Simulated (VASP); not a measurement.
Input of a VASP 6.6.1 run:

Contents of INCAR:

```
  PREC = Accurate
  ENCUT = 520
  EDIFF = 1E-6
  ISMEAR = -1
  SIGMA = 0.02
  LREAL = F
  LASPH = T
  NELM = 80
  ALGO = Normal
  ISIF = 2
  LWAVE = F
  LCHARG = T
  GGA = PE
  LELF = T
  LVHAR = T
  NBANDS = 24
```

The input KPOINTS:

```
regular mesh
0
Gamma
  6 6 4
```

POSCAR

```
BaTe
1.0
    4.6692053254      0.0000000000      0.0000000000
   -2.3346026627      4.0436504273      0.0000000000
    0.0000000000      0.0000000000      8.8318054955
Ba Te
2 2
Direct
    0.0000000000      0.0000000000      0.0000000000
    0.0000000000      0.0000000000      0.5000000000
    0.3333333333      0.6666666667      0.2500000000
    0.6666666667      0.3333333333      0.7500000000
```

Potentials or basis: VASP PAW PBE potentials, release 64 (Ba_sv, Te).

Command:

```bash
$ cat potpaw_PBE.64/Ba_sv/POTCAR potpaw_PBE.64/Te/POTCAR > POTCAR
$ mpirun -np 1 vasp_std > vasp.out
```

(1) Estimate the band gap on the k mesh.

(2) Estimate the pressure.

## Answers

(1) 1.32 eV.

(2) 2.3 GPa.

Caveat: the cell differs from its parent crystal (epitaxial xy strain -4.6%); spin-orbit coupling is left out, which moves the levels of the heavy elements.
